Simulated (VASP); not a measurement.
## ZnO (zincite): electric field gradients with r2SCAN

Crystal: ZnO (zincite).

```
Zn O
1.0
     3.24931    0.00000    0.00000
    -1.62465    2.81398    0.00000
     0.00000    0.00000    5.20571
Zn O
2 2
Direct
  0.33333 0.66667 0.49909
  0.66667 0.33333 0.99909
  0.66667 0.33333 0.37992
  0.33333 0.66667 0.87992
```

```
Program                : VASP 6.6.1
Task                   : electric field gradients
Functional             : r2SCAN
Potentials or basis    : VASP PAW PBE potentials, release 64 (Zn, O)
Cutoff                 : 580 eV
k mesh                 : 8 × 8 × 5
Occupations            : fermi-dirac, width 0.02 eV
Spin                   : no spin polarisation
Dipole correction      : no
Further INCAR settings : ALGO = Normal; EDIFF = 1e-08; NBANDS = 26
```

```yaml
Pressure: -0.4 GPa
Band_gap_on_the_k_mesh: 1.23 eV, direct
```

Stress tensor (GPa, compression positive):
```
-0.58  0.00  0.00
 0.00 -0.58  0.00
 0.00  0.00 -0.01
```

Levels at points of the mesh, in eV from the valence-band top:
```tsv
k point	band 16	band 17	band 18	band 19	band 20	band 21
(0.00, 0.00, 0.00)	-0.09	0.00	0.00	1.23	5.82	8.85
(0.50, 0.00, 0.00)	-2.32	-1.29	-0.87	6.40	7.34	8.12
```

Electric field gradients, principal values (V/Å²):
| atom | least | middle | greatest (by size) |
| --- | --- | --- | --- |
| 1 Zn | -2.514 | -2.518 | 5.032 |
| 2 Zn | -2.514 | -2.518 | 5.032 |
| 3 O | 1.341 | 1.341 | -2.682 |
| 4 O | 1.341 | 1.341 | -2.682 |

Wall time 7.4 min on 1 thread of Intel Xeon 8259CL, with other jobs on the host, peak memory 0.2 GiB.

Caveat: without QUAD_EFG the Cq values of the log hold for a quadrupole moment of 1 mb, not for the nuclei; the PAW data sets were made with another functional, which shifts forces and pressure a little. r2SCAN opens gaps a little over a GGA but as a rule still falls short of measured ones.
